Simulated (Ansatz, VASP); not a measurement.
## One calculation of Ag, two programs

File INCAR:

```
SYSTEM = Ag
PREC     = Accurate       ! precision mode
ENCUT    = 520            ! plane-wave cutoff, eV
EDIFF    = 1E-7           ! SCF threshold, eV
ISMEAR   = -1             ! smearing method
SIGMA    = 0.1            ! smearing width, eV
LREAL    = .FALSE.        ! projectors in reciprocal space
LASPH    = .TRUE.         ! aspherical terms in the spheres
NELM     = 100            ! most SCF steps
ALGO     = Normal         ! electronic algorithm
ISIF     = 2              ! what is computed and relaxed
LWAVE    = .FALSE.        ! write WAVECAR
LCHARG   = .FALSE.        ! write CHGCAR
GGA      = PE             ! functional
NBANDS   = 24             ! bands
```

The input KPOINTS:

```
Automatic mesh
0
G
  9 9 13
  0 0 0
```

File POSCAR:

```
Ag
1.0
    4.7882010521      0.0000000000      0.0000000000
   -2.3941005261      4.1467037496      0.0000000000
    0.0000000000      0.0000000000      2.8680764821
Ag
3
Direct
    0.0000000000      1.0000000000      0.0000000000
    0.3333333333      0.6666666667      0.5000000000
    0.6666666667      0.3333333333      0.5000000000
```

Input for Ansatz:

```yaml
crystal:
  lattice:
    - [4.7882010521, 0.0, 0.0]
    - [-2.3941005261, 4.1467037496, 0.0]
    - [0.0, 0.0, 2.8680764821]
  atoms:
    - { symbol: Ag, position: [0.0, 1.0, 0.0] }
    - { symbol: Ag, position: [0.3333333333, 0.6666666667, 0.5] }
    - { symbol: Ag, position: [0.6666666667, 0.3333333333, 0.5] }
hamiltonian:
  xc: pbe
  pseudopotentials:
    kind: paw
    azcp:
      Ag: "pseudopotentials/Ag.paw.azcp"
basis:
  ecutwfc: 420
  fft_grid_basis: typed
kpoints:
  mp_grid: { grid: [9, 9, 13], shift: [0, 0, 0] }
magnetization:
  spin_polarized: false
scf:
  occupations: { method: fermi_dirac, width: 0.1 }
  lower_state_search: "off"
output:
  stress: true
```

Alike in both runs: task single point; functional PBE; k mesh 9 × 9 × 13; occupations fermi-dirac, width 0.1 eV; no spin polarisation.

```csv
,VASP,Ansatz
version,VASP 6.6.1,Ansatz 0.2.0
potentials or method,"VASP PAW PBE potentials, release 64 (Ag), cutoff 520 eV","plane waves (420 eV) with PAW, scalar-relativistic"
valence electrons in the cell,33,57
```

VASP gave:

| Item | Value |
| --- | --- |
| pressure (GPa) | -3.1 |
| traceless stress, the component that is largest in VASP (GPa) | -0.07 |

Problem. What did Ansatz give for the same quantities?

Solution. Pressure (GPa): -3.0; traceless stress, the component that is largest in VASP (GPa): -0.07.

VASP's potentials hold 33 valence electrons a cell and Ansatz's 57, so a difference there can come from the potentials and not from the codes.
